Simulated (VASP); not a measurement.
Crystal: CuO.

```xyz
4
Lattice="2.3102 -1.6882 0.0000 2.3102 1.6882 0.0000 -0.8385 0.0000 4.9895" Properties=species:S:1:pos:R:3 pbc="T T T"
Cu    0.7358   -0.8441    2.4948
Cu    1.1551    0.8441    0.0000
O     1.6813    0.2755    3.7421
O     2.1006   -0.2755    1.2474
```

Base run:

```yaml
Program: VASP 6.6.1
Functional: BLYP
Potentials_or_basis: VASP PAW PBE potentials, release 64 (Cu_sv_GW, O)
Cutoff: 820 eV
k_mesh: 10 × 10 × 5
Occupations: fermi-dirac, width 0.05 eV
Spin: no spin polarisation
```

Its results: band gap on the k mesh zero (bands 25 and 26 overlap by 0.59 eV); pressure 21.1 GPa; largest force 0.053 eV/Å.

Question: The run is repeated on the same cell with these changes: functional from BLYP to RPBE; dispersion from none to D4. What comes out?

Answer: Band gap on the k mesh zero (bands 25 and 26 overlap by 0.59 eV); pressure 8.8 GPa; largest force 0.047 eV/Å.

Several settings changed at once.

Caveats: the cell stands under pressure; the PAW data sets were made with another functional, which shifts forces and pressure a little; semilocal functionals often make such compounds metallic where correlation or magnetic order opens a gap, which also shifts bond lengths.
